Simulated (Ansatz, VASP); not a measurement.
This is a calculation of AlSn for Ansatz 0.2.0.

input

```
crystal:
  lattice:
    - [4.2804423157, 0.0, 0.0]
    - [-2.1402211578, 3.7069717847, 0.0]
    - [0.0, 0.0, 3.371703603]
  atoms:
    - { symbol: Sn, position: [0.3333333333, 0.6666666667, 0.5] }
    - { symbol: Al, position: [0.0, 0.0, 0.0] }
hamiltonian:
  xc: pbe0
  pseudopotentials: { kind: paw }
kpoints:
  mp_grid: { grid: [4, 4, 6] }
scf:
  occupations: { method: fermi_dirac, width: 0.05 }
output:
  forces: true
  stress: true
  eigenvalues: true
```

Question: Set up the same calculation for VASP 6.6.1. Potentials there: VASP PAW PBE potentials, release 64 (Sn_d, Al).

Answer: As run (the cutoff follows the program's own potentials):

Contents of POSCAR:

```
AlSn
1.0
    4.2804423157      0.0000000000      0.0000000000
   -2.1402211578      3.7069717847      0.0000000000
    0.0000000000      0.0000000000      3.3717036030
Sn Al
1 1
Direct
    0.3333333333      0.6666666667      0.5000000000
    0.0000000000      0.0000000000      0.0000000000
```

INCAR.step1

```
  ALGO = Normal
  EDIFF = 1E-5
  ENCUT = 520
  GGA = PE
  ISIF = 2
  ISMEAR = -1
  LASPH = True
  LCHARG = False
  LREAL = False
  LWAVE = True
  NBANDS = 16
  NELM = 60
  PREC = Accurate
  SIGMA = 0.05
```

INCAR.step2

```
  AEXX = 0.25
  ALGO = Normal
  EDIFF = 1E-6
  ENCUT = 520
  GGA = PE
  ISIF = 2
  ISMEAR = -1
  ISTART = 1
  LASPH = True
  LCHARG = False
  LHFCALC = True
  LREAL = False
  LWAVE = False
  NBANDS = 16
  NELM = 60
  PREC = Accurate
  PRECFOCK = Normal
  SIGMA = 0.05
```

Contents of KPOINTS:

```
k-points
0
Gamma
  4 4 6
```

Potentials or basis: VASP PAW PBE potentials, release 64 (Sn_d, Al).

Command:

```sh
$ cat potpaw_PBE.64/Sn_d/POTCAR potpaw_PBE.64/Al/POTCAR > POTCAR
$ cp INCAR.step1 INCAR
$ mpirun -np 1 vasp_std > vasp.out
$ cp INCAR.step2 INCAR
$ mpirun -np 1 vasp_std > vasp.out
```

Both were run:

|  | VASP | Ansatz | Ansatz less VASP |
| --- | --- | --- | --- |
| gap on the k mesh at the Fermi level (eV) | none | none | - |
| pressure (GPa) | -3.8 | -3.9 | -0.09 |
| traceless stress, the component that is largest in VASP (GPa) | 4.03 | 3.38 | -0.649 |

A gap of «none» marks a metal or a gap that the smearing closes.

The k mesh is coarse, so the values compare programs but aren't converged.
